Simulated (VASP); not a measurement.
Set up this calculation in VASP 6.6.1, as the native input.

| Property | Result |
| --- | --- |
| Task | single point |
| Functional | PBE |
| Potentials or basis | VASP PAW PBE potentials, release 64 (Sc_sv, B, Sb) |
| Cutoff | 520 eV |
| k mesh | 3 × 3 × 6 |
| Occupations | gaussian, width 0.1 eV |
| Spin | collinear spin |
| Starting moments | [1.0, 1.0, 1.0, 0.0, 0.0, 0.0] μB |
| Dipole correction | no |
| Further INCAR settings | ALGO = Normal; EDIFF = 1e-06; NBANDS = 35 |

The structure of Sc3B2Sb lies in POSCAR:

```
Sc3B2Sb
1.0
    6.7914150554      0.0000000000      0.0000000000
   -3.3957075277      5.8815379656      0.0000000000
    0.0000000000      0.0000000000      3.1656057548
Sc B Sb
3 2 1
Direct
    0.4836377173      0.5163622827      0.0000000000
    0.4836377173      0.9672754346      0.0000000000
    0.0327245654      0.5163622827      0.0000000000
    0.6666666667      0.3333333333      0.0000000000
    0.6666666667      0.3333333333      0.5000000000
    0.0000000000      0.0000000000      0.0000000000
```

The cell was built from a structure type or drawn by symmetry, and may not be a known phase.

The input as run:

INCAR

```
SYSTEM = Sc3B2Sb
  PREC = Accurate
  ENCUT = 520
  EDIFF = 1E-6
  ISMEAR = 0
  SIGMA = 0.1
  LREAL = .False.
  LASPH = .True.
  NELM = 150
  ALGO = Normal
  ISIF = 2
  LWAVE = .False.
  LCHARG = .True.
  ISPIN = 2
  MAGMOM = 1 1 1 0 0 0
  LORBIT = 11
  LMAXMIX = 4
  GGA = PE
  LELF = .True.
  LVHAR = .True.
  NBANDS = 35
```

KPOINTS

```
Automatic mesh
0
Gamma
  3 3 6
  0 0 0
```

Potentials or basis: VASP PAW PBE potentials, release 64 (Sc_sv, B, Sb).

Launch:

```bash
$ cat potpaw_PBE.64/Sc_sv/POTCAR potpaw_PBE.64/B/POTCAR potpaw_PBE.64/Sb/POTCAR > POTCAR
$ mpirun -np 1 vasp_std > vasp.out
```

Results of the run:

```yaml
Pressure: 0.2 GPa
Largest_force: 0.029 eV/Å
Net_moment: 2.07 μB per cell
Site_moments: Sc +0.42; B +0.05, +0.04; Sb +0.00 μB
Valence_electrons_inside_the_program's_atomic_spheres: Sc 9.45; B 2.18, 1.94; Sb 2.37
```

Wall time 110 s on 1 thread of Intel(R) Xeon(R) Platinum 8488C (Sapphire Rapids) (shared host), peak memory 0.34 GiB.
